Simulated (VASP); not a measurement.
# GaN (P6_3mc) in VASP: relaxation of the atoms with r2SCAN

Aim: the relaxation of the atoms of GaN with r2SCAN.

Program: VASP 6.6.1. These are calculated values, not measurements. Logs are shortened: lines on timing, memory, paths and dates and some standing lists are left out, and cuts for length are marked.

### Step 1. The cell of the first run

It takes space group P6_3mc (No. 186, hexagonal). Conventional cell: a = 3.208 Å, b = 3.208 Å, c = 5.185 Å, α = 90.00°, β = 90.00°, γ = 120.00°. Ga (site symmetry 3m) has 4 N at 1.95 to 1.96 Å within 2.6 Å. Within 2.6 Å of N (site symmetry 3m) lie 4 Ga at 1.95 to 1.96 Å.

### Step 2. Relaxation of the atoms, r2SCAN

POSCAR reads:

```
GaN
1.0
    3.2081340000      0.0000000000      0.0000000000
   -1.6040670000      2.7783255400      0.0000000000
    0.0000000000      0.0000000000      5.1850000000
Ga N
2 2
Direct
    0.3333333333      0.6666666667      0.0000000000
    0.6666666667      0.3333333333      0.5000000000
    0.3333333333      0.6666666667      0.3770000000
    0.6666666667      0.3333333333      0.8770000000
```

INCAR.step1 reads:

```
SYSTEM = GaN
  PREC = Accurate
  ENCUT = 520
  ISMEAR = 0
  SIGMA = 0.05
  LREAL = .False.
  LASPH = .True.
  NELM = 60
  GGA = PE
  ALGO = Normal
  EDIFF = 1E-4
  LWAVE = .True.
  LCHARG = .False.
```

INCAR.step2 reads:

```
SYSTEM = GaN
  PREC = Accurate
  ENCUT = 520
  EDIFF = 1E-6
  ISMEAR = 0
  SIGMA = 0.05
  LREAL = .False.
  LASPH = .True.
  NELM = 60
  ALGO = Normal
  ISIF = 2
  LWAVE = .False.
  LCHARG = .False.
  METAGGA = R2SCAN
  LMIXTAU = .True.
  IBRION = 2
  NSW = 80
  EDIFFG = -0.003
  ISTART = 1
```

KPOINTS reads:

```
Automatic mesh
0
Gamma
  8 8 5
  0 0 0
```

Potentials or basis: VASP PAW PBE potentials, release 64 (Ga_d, N).

On the command line:

```console
> cat potpaw_PBE.64/Ga_d/POTCAR potpaw_PBE.64/N/POTCAR > POTCAR
> cp INCAR.step1 INCAR
> mpirun -np 1 vasp_std > vasp.out
> cp INCAR.step2 INCAR
> mpirun -np 1 vasp_std > vasp.out
```

OUTCAR:

```text
SYSTEM = GaN
   PREC = Accurate
   ENCUT = 520
   EDIFF = 1E-6
   ISMEAR = 0
   LREAL = .False.
   LASPH = .True.
   NELM = 60
   ISIF = 2
   METAGGA = R2SCAN
   IBRION = 2
   NSW = 80
   EDIFFG = -0.003
   ISTART = 1

 ion  position               nearest neighbor table
   1  0.333  0.667  0.000-   3 1.95   4 1.96   4 1.96   4 1.96
   2  0.667  0.333  0.500-   4 1.95   3 1.96   3 1.96   3 1.96
   3  0.333  0.667  0.377-   1 1.95   2 1.96   2 1.96   2 1.96
   4  0.667  0.333  0.877-   2 1.95   1 1.96   1 1.96   1 1.96

  LATTYP: Found a hexagonal cell.
 ALAT       =     3.2081340000
 C/A-ratio  =     1.6162043107

  Lattice vectors:

 A1 = (   3.2081340000,   0.0000000000,   0.0000000000)
 A2 = (  -1.6040670000,   2.7783255400,   0.0000000000)
 A3 = (   0.0000000000,   0.0000000000,   5.1850000000)

Analysis of symmetry for initial positions (statically):
=====================================================================
 Subroutine PRICEL returns:
 Original cell was already a primitive cell.

 Routine SETGRP: Setting up the symmetry group for a
 hexagonal supercell.

 Subroutine GETGRP returns: Found 12 space group operations
 (whereof  6 operations were pure point group operations)
 out of a pool of 24 trial point group operations.

The static configuration has the point symmetry C_3v.
 The point group associated with its full space group is C_6v.

Analysis of symmetry for dynamics (positions and initial velocities):
=====================================================================
 Subroutine PRICEL returns:
 Original cell was already a primitive cell.

 Routine SETGRP: Setting up the symmetry group for a
 hexagonal supercell.

 Subroutine GETGRP returns: Found 12 space group operations
 (whereof  6 operations were pure point group operations)
 out of a pool of 24 trial point group operations.

The dynamic configuration has the point symmetry C_3v.
 The point group associated with its full space group is C_6v.

 Subroutine INISYM returns: Found 12 space group operations
 (whereof  6 operations are pure point group operations),
 and found     1 'primitive' translations

----------------------------------------------------------------------------------------

                                     Primitive cell

  volume of cell :      46.2152

  direct lattice vectors                    reciprocal lattice vectors
     3.208134000  0.000000000  0.000000000     0.311707678  0.179964512  0.000000000
    -1.604067000  2.778325540  0.000000000     0.000000000  0.359929024  0.000000000
     0.000000000  0.000000000  5.185000000     0.000000000  0.000000000  0.192864031

  length of vectors
     3.208134000  3.208133998  5.185000000     0.359929024  0.359929024  0.192864031

  position of ions in fractional coordinates (direct lattice)
     0.333333333  0.666666667  0.000000000
     0.666666667  0.333333333  0.500000000
     0.333333333  0.666666667  0.377000000
     0.666666667  0.333333333  0.877000000

  ion indices of the primitive-cell ions
   primitive index   ion index
                 1           1
                 2           2
                 3           3
                 4           4

----------------------------------------------------------------------------------------

 KPOINTS: Automatic mesh

Automatic generation of k-mesh.
 Grid dimensions read from file:
 generate k-points for:    8    8    5

 Generating k-lattice:

  Cartesian coordinates                     Fractional coordinates (reciprocal lattice)
     0.038963460  0.022495564  0.000000000     0.125000000 -0.000000000  0.000000000
     0.000000000  0.044991128  0.000000000     0.000000000  0.125000000  0.000000000
     0.000000000  0.000000000  0.038572806     0.000000000  0.000000000  0.200000000

  Length of vectors
     0.044991128  0.044991128  0.038572806

  Shift w.r.t. Gamma in fractional coordinates (k-lattice)
     0.000000000  0.000000000  0.000000000

 Subroutine IBZKPT returns following result:
 ===========================================

 Found     30 irreducible k-points:

 Following reciprocal coordinates:
            Coordinates               Weight
  0.000000  0.000000  0.000000      1.000000
  0.125000 -0.000000  0.000000      6.000000
  0.250000 -0.000000  0.000000      6.000000
  0.375000  0.000000  0.000000      6.000000
  0.500000 -0.000000  0.000000      3.000000
  0.125000  0.125000  0.000000      6.000000
[... 16 lines left out ...]
  0.250000 -0.000000  0.400000     12.000000
  0.375000  0.000000  0.400000     12.000000
 [... further k-points ...]
   k-points           NKPTS =     30   k-points in BZ     NKDIM =     30   number of bands    NBANDS=     22
   number of dos      NEDOS =    301   number of ions     NIONS =      4
   total plane-waves  NPLWV =  23040
   dimension x,y,z NGX =    24 NGY =   24 NGZ =   40
   dimension x,y,z NGXF=    48 NGYF=   48 NGZF=   80
   ions per type =               2   2
   NGX,Y,Z   is equivalent  to a cutoff of  12.44, 12.44, 12.83 a.u.
   NGXF,Y,Z  is equivalent  to a cutoff of  24.87, 24.87, 25.65 a.u.
 SYSTEM =  GaN
   PREC   = accura    normal or accurate (medium, high low for compatibility)
   ISTART =      1    job   : 0-new  1-cont  2-samecut
   ICHARG =      0    charge: 1-file 2-atom 10-const
   ISPIN  =      1    spin polarized calculation?
   LNONCOLLINEAR =      F non collinear calculations
   LSORBIT =      F    spin-orbit coupling
   LASPH  =      T    aspherical Exc in radial PAW
   ENCUT  =  520.0 eV  38.22 Ry    6.18 a.u.   5.97  5.97  9.64*2*pi/ulx,y,z
   NELM   =     60;   NELMIN=  2; NELMDL=  0     # of ELM steps
   EDIFF  = 0.1E-05   stopping-criterion for ELM
   LREAL  =      F    real-space projection
   EDIFFG = -.3E-02   stopping-criterion for IOM
   NSW    =     80    number of steps for IOM
   IBRION =      2    ionic relax: 0-MD 1-quasi-New 2-CG
   NFREE  =      1    steps in history (QN), initial steepest desc. (CG)
   ISIF   =      2    stress and relaxation
   ISYM   =      2    0-nonsym 1-usesym 2-fastsym
   POTIM  = 0.5000    time-step for ionic-motion
   TEBEG  =    0.0;   TEEND  =   0.0 temperature during run
   PSTRESS=    0.0 pullay stress
   NELECT =      36.0000    total number of electrons
   NUPDOWN=      -1.0000    fix difference up-down
   EMIN   =  10.00;   EMAX   =-10.00  energy-range for DOS
   EFERMI =   0.00;   METHOD = LEGACY
   ISMEAR =     0;   SIGMA  =   0.05  broadening in eV -4-tet -1-fermi 0-gaus
   EFERMI_NEDOS =   21; number of points for ismear=-14 and -15
   IALGO  =     38    algorithm
   IMIX   =      4    mixing-type and parameters
     AMIX     =   0.40;   BMIX     =  1.00
     AMIX_MAG =   1.60;   BMIX_MAG =  1.00
  volume/ion in A,a.u.               =      11.55        77.97
  Fermi-wavevector in a.u.,A,eV,Ry     =   1.506309  2.846512 30.871186  2.268968
  Thomas-Fermi vector in A             =   2.617044
   LORBIT       =      0    0 simple, 1 ext, 2 COOP (PROOUT), +10 PAW based schemes
   METAGGA = R2SCAN    functional components
   LHFCALC =     F    Hartree Fock is set to
   AEXX    =    0.0000 exact exchange contribution
   IVDW    =     0    specifies the selected vdW correction
   LEPSILON=     F    determine dielectric tensor
   LRPA    =     F    only Hartree local field effects (RPA)
 conjugate gradient relaxation of ions
 non-spin polarized calculation
 Gauss-broadening in eV      SIGMA  =   0.05
  energy-cutoff  :      520.00
  volume of cell :       46.22
 maximum number of plane-waves:      1262
 NGX is ok and might be reduce to    24
   NGX = 11   NGY = 11   NGZ = 19

--------------------------------------- Ionic step        1  -------------------------------------------

 number of electron      35.9999967 magnetization

 Free energy of the ion-electron system (eV)
  ---------------------------------------------------
  ext. energy  EPLUGINS =         0.00000000
  ---------------------------------------------------
  free energy    TOTEN  =       -43.81730769 eV

  energy without entropy =      -43.81730769  energy(sigma->0) =      -43.81730769

------------------------ aborting loop because EDIFF is reached ----------------------------------------

  FORCE on cell =-STRESS in cart. coord.  units (eV):
  Direction    XX          YY          ZZ          XY          YZ          ZX
  --------------------------------------------------------------------------------------
  -------------------------------------------------------------------------------------
  Total       -0.8350841     -0.8350841     -0.0481835      0.0000000     -0.0000000      0.0000000
  in kB      -28.9505238    -28.9505237     -1.6704151      0.0000000     -0.0000000      0.0000000
  external PRESSURE =     -19.8571542 kB  Pullay stress =       0.0000000 kB

 VOLUME and BASIS-vectors are now :
 -----------------------------------------------------------------------------
  energy-cutoff  :      520.00
  volume of cell :       46.22
      direct lattice vectors                 reciprocal lattice vectors
     3.208134000  0.000000000  0.000000000     0.311707678  0.179964512  0.000000000
    -1.604067000  2.778325540  0.000000000     0.000000000  0.359929024  0.000000000
     0.000000000  0.000000000  5.185000000     0.000000000  0.000000000  0.192864031
[... 39 lines left out ...]
 POSITION                                       TOTAL-FORCE (eV/Angst)
 -----------------------------------------------------------------------------------
     -0.00000      1.85222      5.18239         0.000000     -0.000000      0.005636
      1.60407      0.92611      2.58989        -0.000000      0.000000      0.005636
     -0.00000      1.85222      1.95736         0.000000      0.000000     -0.005636
      1.60407      0.92611      4.54986         0.000000      0.000000     -0.005636
 -----------------------------------------------------------------------------------
    total drift:                                0.000002      0.000004      0.042643

  FREE ENERGIE OF THE ION-ELECTRON SYSTEM (eV)
  ---------------------------------------------------
  free  energy   TOTEN  =       -43.8175364653 eV

  energy  without entropy=      -43.8175364653  energy(sigma->0) =      -43.81753647

--------------------------------------- Ionic step        3  -------------------------------------------

 number of electron      35.9999967 magnetization

 Free energy of the ion-electron system (eV)
  ---------------------------------------------------
  ext. energy  EPLUGINS =         0.00000000
  ---------------------------------------------------
  free energy    TOTEN  =       -43.81753998 eV

  energy without entropy =      -43.81753998  energy(sigma->0) =      -43.81753998

 E-fermi :   5.1242     XC(G=0): -12.5694

 val. band max:        4.9238628438   @ k =   0.0000   0.0000   0.0000
 cond. band min:       7.1740345651   @ k =   0.0000   0.0000   0.0000
 fundamental gap:      2.2501717213
 Fermi energy:         5.1242176638

 k-point     1 :       0.0000    0.0000    0.0000
  band No.  band energies     occupation
      1     -11.7456      2.00000
      2     -10.7831      2.00000
      3      -8.8869      2.00000
      4      -8.8727      2.00000
      5      -8.8727      2.00000
      6      -8.8064      2.00000
[... 14 lines left out ...]
     21      14.8508      0.00000
     22      15.3549      0.00000
[... 552 lines left out ...]
  band No.  band energies     occupation
      1     -10.7601      2.00000
      2     -10.6629      2.00000
      3      -8.8159      2.00000
      4      -8.7793      2.00000
      5      -8.7371      2.00000
      6      -8.6871      2.00000
[... 14 lines left out ...]
     21      13.0087      0.00000
     22      13.5341      0.00000

 [... further k-points ...]

------------------------ aborting loop because EDIFF is reached ----------------------------------------

  FORCE on cell =-STRESS in cart. coord.  units (eV):
  Direction    XX          YY          ZZ          XY          YZ          ZX
  --------------------------------------------------------------------------------------
  -------------------------------------------------------------------------------------
  Total       -0.7917223     -0.7917223     -0.1477887      0.0000000      0.0000000      0.0000000
  in kB      -27.4472654    -27.4472654     -5.1235082      0.0000000      0.0000000      0.0000000
  external PRESSURE =     -20.0060130 kB  Pullay stress =       0.0000000 kB

 VOLUME and BASIS-vectors are now :
 -----------------------------------------------------------------------------
  energy-cutoff  :      520.00
  volume of cell :       46.22
      direct lattice vectors                 reciprocal lattice vectors
     3.208134000  0.000000000  0.000000000     0.311707678  0.179964512  0.000000000
    -1.604067000  2.778325540  0.000000000     0.000000000  0.359929024  0.000000000
     0.000000000  0.000000000  5.185000000     0.000000000  0.000000000  0.192864031

 POSITION                                       TOTAL-FORCE (eV/Angst)
 -----------------------------------------------------------------------------------
     -0.00000      1.85222      5.18270         0.000000      0.000000     -0.001563
      1.60407      0.92611      2.59020         0.000000      0.000000     -0.001563
     -0.00000      1.85222      1.95705        -0.000000      0.000000      0.001563
      1.60407      0.92611      4.54955         0.000000     -0.000000      0.001563
 -----------------------------------------------------------------------------------
    total drift:                                0.000002      0.000004      0.043156

  FREE ENERGIE OF THE ION-ELECTRON SYSTEM (eV)
  ---------------------------------------------------
  free  energy   TOTEN  =       -43.8175399782 eV

  energy  without entropy=      -43.8175399782  energy(sigma->0) =      -43.81753998

 reached required accuracy - stopping structural energy minimisation
```

Run time: 3 min. Hardware: 1 thread of AMD EPYC 9R14 (Zen 4), shared host; peak memory 0.15 GiB.

What came out:

```yaml
Free_energy: -43.8175 eV
Energy_gained_by_relaxing: 0.1 meV/atom
Ionic_steps: 3
Pressure_after_relaxing: -2.0 GPa
Band_gap_on_the_k_mesh: 2.25 eV, direct
```

Stress tensor (GPa, compression positive):
```
-2.74  0.00  0.00
 0.00 -2.74  0.00
 0.00  0.00 -0.51
```

The path:
```tsv
step	energy change (eV)	largest force (eV/Å)	pressure (GPa)
1	0.0000	0.0541	-1.99
2	-0.0002	0.0056	-2.00
3	-0.0002	0.0016	-2.00
```

Final structure:
```
Ga N
1.0
     3.20813    0.00000    0.00000
    -1.60407    2.77833    0.00000
     0.00000    0.00000    5.18500
Ga N
2 2
Direct
  0.33333 0.66667 0.99956
  0.66667 0.33333 0.49956
  0.33333 0.66667 0.37744
  0.66667 0.33333 0.87744
```

Levels at points of the mesh, in eV from the valence-band top:
```csv
k point,band 15,band 16,band 17,band 18,band 19,band 20,band 21,band 22
"(0.00, 0.00, 0.00)",-1.08,-0.01,-0.01,0.00,2.25,4.63,9.93,10.43
"(0.50, 0.00, 0.00)",-4.21,-2.81,-2.18,-1.01,5.48,6.03,6.57,9.24
```

Caveat: the PAW data sets were made with another functional, which shifts forces and pressure a little.
